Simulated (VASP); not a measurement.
A run of VASP 6.6.1:

Contents of INCAR:

```
SYSTEM = SnTe
  ALGO = Normal
  EDIFF = 1E-6
  ENCUT = 500
  GGA = PE
  GGA_COMPAT = .False.
  ISIF = 2
  ISMEAR = -1
  LASPH = .True.
  LCHARG = .False.
  LREAL = .False.
  LWAVE = .False.
  NBANDS = 17
  NELM = 120
  PREC = Accurate
  SIGMA = 0.05
```

Contents of KPOINTS:

```
k-points
0
Gamma
  6 6 6
  0 0 0
```

File POSCAR:

```
SnTe
1.0
    0.0000000000      3.1007854538      3.1007854538
    3.1007854538      0.0000000000      3.1007854538
    3.1007854538      3.1007854538      0.0000000000
Sn Te
1 1
Direct
    0.0000000000      0.0000000000      0.0000000000
    0.5000000000      0.5000000000      0.5000000000
```

Potentials or basis: VASP PAW PBE potentials, release 64 (Sn_d, Te).

Launch:

```sh
$ cat potpaw_PBE.64/Sn_d/POTCAR potpaw_PBE.64/Te/POTCAR > POTCAR
$ mpirun -np 1 vasp_std > vasp.out
```

Hardware: 1 thread of Intel(R) Xeon(R) 6975P-C (Granite Rapids), on a shared host.

Problem. Estimate the wall time of this run.

Solution. Wall time 7.7 s on 1 thread of Intel(R) Xeon(R) 6975P-C (Granite Rapids), with other jobs on the host, peak memory 0.17 GiB. Counts: scf iterations 12, k points 16.
